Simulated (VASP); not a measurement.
# Cs (P6_3/mmc) in VASP: a series of runs

Cs is run at these levels: PBE; tasks: relaxation of cell and atoms.

All numbers are computed with VASP 6.6.1; they aren't measurements. Logs are shortened: lines on timing, memory, paths and dates and some standing lists are left out, and cuts for length are marked.

### 1 The cell of the first run

Symmetry: P6_3/mmc, No. 194, hexagonal system. The conventional cell has a = 5.270 Å, b = 5.270 Å, c = 8.538 Å, α = 90.00°, β = 90.00°, γ = 120.00°.

### 2 Relaxation of cell and atoms, PBE, target pressure 0.31 GPa, at which the enthalpy is minimised

The input, INCAR:

```
SYSTEM = Cs
PREC = Accurate
ENCUT = 600
EDIFF = 1E-6
ISMEAR = -1
SIGMA = 0.05
LREAL = .FALSE.
LASPH = .TRUE.
NELM = 60
ALGO = Normal
ISIF = 3
LWAVE = .FALSE.
LCHARG = .FALSE.
GGA = PE
IBRION = 2
NSW = 60
EDIFFG = -0.005
PSTRESS = 3.1
```

The input, KPOINTS:

```
regular mesh
0
G
  9 9 5
  0 0 0
```

The input, POSCAR:

```
Cs
1.0
    5.2701495160      0.0000000000      0.0000000000
   -2.6350747580      4.5640833626      0.0000000000
    0.0000000000      0.0000000000      8.5376422159
Cs
2
Direct
    0.3333333333      0.6666666667      0.2500000000
    0.6666666667      0.3333333333      0.7500000000
```

Potentials or basis: VASP PAW PBE potentials, release 64 (Cs_sv).

The run is started by

```sh
cat potpaw_PBE.64/Cs_sv/POTCAR > POTCAR
mpirun -np 1 vasp_std > vasp.out
```

OUTCAR:

```text
SYSTEM = Cs
   PREC = Accurate
   ENCUT = 600
   EDIFF = 1E-6
   ISMEAR = -1
   LREAL = .FALSE.
   LASPH = .TRUE.
   NELM = 60
   ISIF = 3
   GGA = PE
   IBRION = 2
   NSW = 60
   EDIFFG = -0.005
   PSTRESS = 3.1

 ion  position               nearest neighbor table
   1  0.333  0.667  0.250-
   2  0.667  0.333  0.750-

  LATTYP: Found a hexagonal cell.
 ALAT       =     5.2701495160
 C/A-ratio  =     1.6200000000

  Lattice vectors:

 A1 = (   5.2701495160,   0.0000000000,   0.0000000000)
 A2 = (  -2.6350747580,   4.5640833626,   0.0000000000)
 A3 = (   0.0000000000,   0.0000000000,   8.5376422159)

Analysis of symmetry for initial positions (statically):
=====================================================================
 Subroutine PRICEL returns:
 Original cell was already a primitive cell.

 Routine SETGRP: Setting up the symmetry group for a
 hexagonal supercell.

 Subroutine GETGRP returns: Found 24 space group operations
 (whereof 12 operations were pure point group operations)
 out of a pool of 24 trial point group operations.

The static configuration has the point symmetry D_3d.
 The point group associated with its full space group is D_6h.

Analysis of symmetry for dynamics (positions and initial velocities):
=====================================================================
 Subroutine PRICEL returns:
 Original cell was already a primitive cell.

 Routine SETGRP: Setting up the symmetry group for a
 hexagonal supercell.

 Subroutine GETGRP returns: Found 24 space group operations
 (whereof 12 operations were pure point group operations)
 out of a pool of 24 trial point group operations.

The dynamic configuration has the point symmetry D_3d.
 The point group associated with its full space group is D_6h.

 Subroutine INISYM returns: Found 24 space group operations
 (whereof 12 operations are pure point group operations),
 and found     1 'primitive' translations

----------------------------------------------------------------------------------------

                                     Primitive cell

  volume of cell :     205.3593

  direct lattice vectors                    reciprocal lattice vectors
     5.270149516  0.000000000  0.000000000     0.189747937  0.109551023  0.000000000
    -2.635074758  4.564083363  0.000000000     0.000000000  0.219102045  0.000000000
     0.000000000  0.000000000  8.537642216     0.000000000  0.000000000  0.117128356

[... 106 lines left out ...]
  Thomas-Fermi vector in A             =   1.818379
   LORBIT       =      0    0 simple, 1 ext, 2 COOP (PROOUT), +10 PAW based schemes
   GGA     = PE    functional components
   LHFCALC =     F    Hartree Fock is set to
   AEXX    =    0.0000 exact exchange contribution
   IVDW    =     0    specifies the selected vdW correction
   LEPSILON=     F    determine dielectric tensor
   LRPA    =     F    only Hartree local field effects (RPA)
 conjugate gradient relaxation of ions
 non-spin polarized calculation
  energy-cutoff  :      600.00
  volume of cell :      205.36
 maximum number of plane-waves:      6898
 NGX is ok and might be reduce to    42
   NGX = 21   NGY = 21   NGZ = 35

--------------------------------------- Ionic step        1  -------------------------------------------

 number of electron      18.0000003 magnetization

 Free energy of the ion-electron system (eV)
  ---------------------------------------------------
  ext. energy  EPLUGINS =         0.00000000
  ---------------------------------------------------
  free energy    TOTEN  =        -1.68900661 eV

  energy without entropy =       -1.67096754  energy(sigma->0) =       -1.67998707

------------------------ aborting loop because EDIFF is reached ----------------------------------------

  FORCE on cell =-STRESS in cart. coord.  units (eV):
  Direction    XX          YY          ZZ          XY          YZ          ZX
  --------------------------------------------------------------------------------------
  -------------------------------------------------------------------------------------
  Total        0.3775355      0.3775355      0.4511115      0.0000000     -0.0000000      0.0000000
  in kB        2.9454651      2.9454651      3.5194920      0.0000000     -0.0000000      0.0000000
  external PRESSURE =       0.0368074 kB  Pullay stress =       3.1000000 kB
[... 97 lines left out ...]
  energy  without entropy=       -1.6719728215  energy(sigma->0) =       -1.68089678

  enthalpy is  TOTEN    =        -1.2919415498 eV   P V=        0.3978791895

[... ionic steps 4 to 20 ...]

--------------------------------------- Ionic step       21  -------------------------------------------

 number of electron      18.0000001 magnetization

------------------------ aborting loop because EDIFF is reached ----------------------------------------
[... 71 lines left out ...]
--------------------------------------- Ionic step       23  -------------------------------------------

 number of electron      18.0000001 magnetization

 Free energy of the ion-electron system (eV)
  ---------------------------------------------------
  ext. energy  EPLUGINS =         0.00000000
  ---------------------------------------------------
  free energy    TOTEN  =        -1.69054617 eV

  energy without entropy =       -1.67296396  energy(sigma->0) =       -1.68175507

 E-fermi :   0.7563     XC(G=0):  -5.6918

 val. band max:        0.7233258950   @ k =   0.1111   0.1111   0.2000
 cond. band min:       0.7997143452   @ k =   0.1111   0.0000   0.0000
 fundamental gap:      0.0763884501
 Fermi energy:         0.7562782610

 k-point     1 :       0.0000    0.0000    0.0000
  band No.  band energies     occupation
      1     -23.0519      2.00000
      2     -23.0420      2.00000
      3      -9.9706      2.00000
      4      -9.8003      2.00000
      5      -9.8003      2.00000
      6      -9.7772      2.00000
      7      -9.7752      2.00000
      8      -9.7752      2.00000
      9      -1.0446      2.00000
     10       0.6604      1.74356
     11       1.6009      0.00000
     12       3.1828      0.00000
     13       3.1985      0.00000
[... 354 lines left out ...]
  band No.  band energies     occupation
      1     -23.0389      2.00000
      2     -23.0389      2.00000
      3      -9.9181      2.00000
      4      -9.9126      2.00000
      5      -9.9126      2.00000
      6      -9.8722      2.00000
      7      -9.8330      2.00000
      8      -9.8330      2.00000
      9       1.4457      0.00000
     10       1.4503      0.00000
     11       1.4503      0.00000
     12       1.6113      0.00000
     13       2.2812      0.00000

 [... further k-points ...]
[... 5 lines left out ...]
  --------------------------------------------------------------------------------------
  -------------------------------------------------------------------------------------
  Total        0.4080580      0.4080580      0.3976844      0.0000000      0.0000000      0.0000000
  in kB        3.1743692      3.1743692      3.0936707      0.0000000      0.0000000      0.0000000
  external PRESSURE =       0.0474697 kB  Pullay stress =       3.1000000 kB
[... 21 lines left out ...]
  energy  without entropy=       -1.6729639614  energy(sigma->0) =       -1.68175507

  enthalpy is  TOTEN    =        -1.2920481743 eV   P V=        0.3984980002

 reached required accuracy - stopping structural energy minimisation
```

CONTCAR:

```text
Cs
   1.00000000000000
     5.2453904362102186    0.0000000000000000    0.0000000000000000
    -2.6226952181051093    4.5426413705281199   -0.0000000000000000
    -0.0000000000000000   -0.0000000000000000    8.6434826190689797
  Cs
     2
Direct
     0.3333333332999970    0.6666666667000030    0.2500000000000000
     0.6666666667000030    0.3333333332999970    0.7500000000000000

  0.00000000E+00  0.00000000E+00  0.00000000E+00
  0.00000000E+00  0.00000000E+00  0.00000000E+00
```

It took 16 min on 1 thread of Oxide Virtual Turin-like, shared host; peak memory 0.37 GiB.

What came out:

| Quantity | Value |
| --- | --- |
| Free energy | -1.6905 eV |
| Relaxed volume | 102.98 Å³/atom |
| Relaxed cell | a = 5.245 Å, b = 5.245 Å, c = 8.643 Å, α = 90.00°, β = 90.00°, γ = 120.00° |
| Space group after relaxing (to 0.05 Å) | P6_3/mmc (No. 194) |
| Energy change on relaxing (the enthalpy is what falls) | -0.8 meV/atom |
| Ionic steps | 23 |
| Pressure after relaxing | 0.3 GPa |
| Band gap on the k mesh | zero (band 9 reaches 1.50 eV, above the bottom of band 10 at -0.12 eV) |

Step by step:
```csv
step,energy change (eV),largest force (eV/Å),pressure (GPa),volume (Å³)
1,0.0000,0.0000,0.31,205.36
2,-0.0002,0.0000,0.31,205.43
3,-0.0008,0.0000,0.32,205.64
4,-0.0017,0.0000,0.33,206.04
5,-0.0037,0.0000,0.29,207.10
6,-0.0026,0.0000,0.30,206.51
7,-0.0022,0.0000,0.30,206.32
8,-0.0020,0.0000,0.30,206.18
9,-0.0018,0.0000,0.31,206.11
10,-0.0018,0.0000,0.31,206.08
11,-0.0017,0.0000,0.30,206.06
12,-0.0017,0.0000,0.30,206.05
13,-0.0017,0.0000,0.31,206.04
14,-0.0017,0.0000,0.31,206.04
15,-0.0017,0.0000,0.31,206.04
16,-0.0017,0.0000,0.31,206.04
17,-0.0017,0.0000,0.31,206.04
18,-0.0017,0.0000,0.31,206.04
19,-0.0017,0.0000,0.31,206.04
20,-0.0017,0.0000,0.31,206.04
21,-0.0017,0.0000,0.31,206.04
22,-0.0017,0.0000,0.31,206.04
23,-0.0015,0.0000,0.31,205.96
```

Final structure:
```cif
data_structure
_symmetry_space_group_name_H-M 'P 1'
_symmetry_Int_Tables_number 1
_cell_length_a 5.2454
_cell_length_b 5.2454
_cell_length_c 8.6435
_cell_angle_alpha 90.000
_cell_angle_beta 90.000
_cell_angle_gamma 120.000
_cell_volume 205.96
loop_
_atom_site_label
_atom_site_type_symbol
_atom_site_fract_x
_atom_site_fract_y
_atom_site_fract_z
_atom_site_occupancy
Cs1 Cs 0.33333 0.66667 0.25000 1
Cs2 Cs 0.66667 0.33333 0.75000 1
```

Levels at points of the mesh, in eV from the Fermi level:
```tsv
k point	band 5	band 6	band 7	band 8	band 9	band 10	band 11	band 12	band 13
(0.00, 0.00, 0.00)	-10.56	-10.53	-10.53	-10.53	-1.80	-0.10	0.84	2.43	2.44
```

Caveat: the cell is relaxed towards a set pressure, so the enthalpy falls and the energy may rise; spin-orbit coupling is left out, which moves the levels of the heavy elements.

### 3 Relaxation of cell and atoms, PBE, target pressure 0.31 GPa, at which the enthalpy is minimised

This run uses another cell than the first one, of 103.21 Å³/atom, 1.005 times its volume.

The input, INCAR:

```
PREC = Accurate
ENCUT = 600
EDIFF = 1E-6
ISMEAR = -1
SIGMA = 0.05
LREAL = F
LASPH = T
NELM = 60
ALGO = Normal
ISIF = 3
LWAVE = F
LCHARG = F
GGA = PE
IBRION = 2
NSW = 32
EDIFFG = -0.005
PSTRESS = 3.1
```

The input, KPOINTS:

```
regular mesh
0
Gamma
  9 9 5
```

The input, POSCAR:

```
Cs
1.0
    5.2529743025      0.0000000000      0.0000000000
   -2.6264871512      4.5492091914      0.0000000000
    0.0000000000      0.0000000000      8.6379218797
Cs
2
Direct
    0.3333333333      0.6666666667      0.2500000000
    0.6666666667      0.3333333333      0.7500000000
```

Potentials or basis: VASP PAW PBE potentials, release 64 (Cs_sv).

The run is started by

```sh
cat potpaw_PBE.64/Cs_sv/POTCAR > POTCAR
mpirun -np 1 vasp_std > vasp.out
```

Wall time 3 min (1 thread of Oxide Virtual Turin-like, shared host); peak memory 0.34 GiB.

Results (log left out):

```yaml
Free_energy: -1.6915 eV
Pressure_after_relaxing: 0.3 GPa
Band_gap_on_the_k_mesh: zero (band 9 reaches 1.50 eV, above the bottom of band 10 at -0.13 eV)
```

Final structure:
```yaml
crystal:
  lattice:
    - [5.25297, 0.00000, 0.00000]
    - [-2.62649, 4.54921, 0.00000]
    - [0.00000, 0.00000, 8.63792]
  atoms:
    - { symbol: Cs, position: [0.33333, 0.66667, 0.25000] }
    - { symbol: Cs, position: [0.66667, 0.33333, 0.75000] }
```

Levels at points of the mesh, in eV from the Fermi level:
```
           k point  band 6  band 7  band 8  band 9  band 10  band 11  band 12  band 13
(0.00, 0.00, 0.00)  -10.53  -10.53  -10.53   -1.80    -0.09     0.85     2.43     2.44
```

Caveat: the relaxation stopped at its first step, so nothing moved; the cell is relaxed towards a set pressure, so the enthalpy falls and the energy may rise; spin-orbit coupling is left out, which moves the levels of the heavy elements.
